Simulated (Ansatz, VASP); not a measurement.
# One calculation of Au, two programs

The input INCAR:

```
SYSTEM = Au
PREC = Accurate
ENCUT = 520
EDIFF = 1E-6
ISMEAR = 0
SIGMA = 0.1
LREAL = .False.
LASPH = .True.
NELM = 60
ALGO = Normal
ISIF = 2
LWAVE = .False.
LCHARG = .False.
GGA = PE
NBANDS = 12
```

Contents of KPOINTS:

```
regular mesh
0
Gamma
  18 18 18
  0 0 0
```

Contents of POSCAR:

```
Au
1.0
   -1.5441828126      1.5441828126      1.5441828126
    1.5441828126     -1.5441828126      1.5441828126
    1.5441828126      1.5441828126     -1.5441828126
Au
1
Direct
    0.0000000000      0.0000000000      0.0000000000
```

Input for Ansatz:

```yaml
crystal:
  lattice:
    - [-1.5441828126, 1.5441828126, 1.5441828126]
    - [1.5441828126, -1.5441828126, 1.5441828126]
    - [1.5441828126, 1.5441828126, -1.5441828126]
  atoms:
    - { symbol: Au, position: [0.0, 0.0, 0.0] }
basis:
  ecutwfc: 420
kpoints:
  mp_grid: { grid: [18, 18, 18] }
hamiltonian:
  xc: pbe
scf:
  occupations: { method: gaussian, width: 0.1 }
output:
  forces: true
  stress: true
  eigenvalues: true
  populations: true
```

Alike in both runs: task single point; functional PBE; k mesh 18 × 18 × 18; occupations gaussian, width 0.1 eV; no spin polarisation.

```csv
,VASP,Ansatz
version,VASP 6.6.1,Ansatz 0.2.0
potentials or method,"VASP PAW PBE potentials, release 64 (Au), cutoff 520 eV","scalar-relativistic, plane waves, PAW"
valence electrons in the cell,11,19
```

Ansatz gave:

- gap on the k mesh at the Fermi level (eV): none
- pressure (GPa): 50.1

Q: Which values does VASP return?

A: gap on the k mesh at the Fermi level (eV): none; pressure (GPa): 49.6.

A gap of «none» marks a metal or a gap that the smearing closes. Both programs put the cell under a high pressure, so it lies far from rest at this level. The functional is the same, so the differences come from potentials, cutoffs and numerics. VASP's potentials hold 11 valence electrons a cell and Ansatz's 19, so a difference there can come from the potentials and not from the codes.

Neither program's run includes spin-orbit coupling.
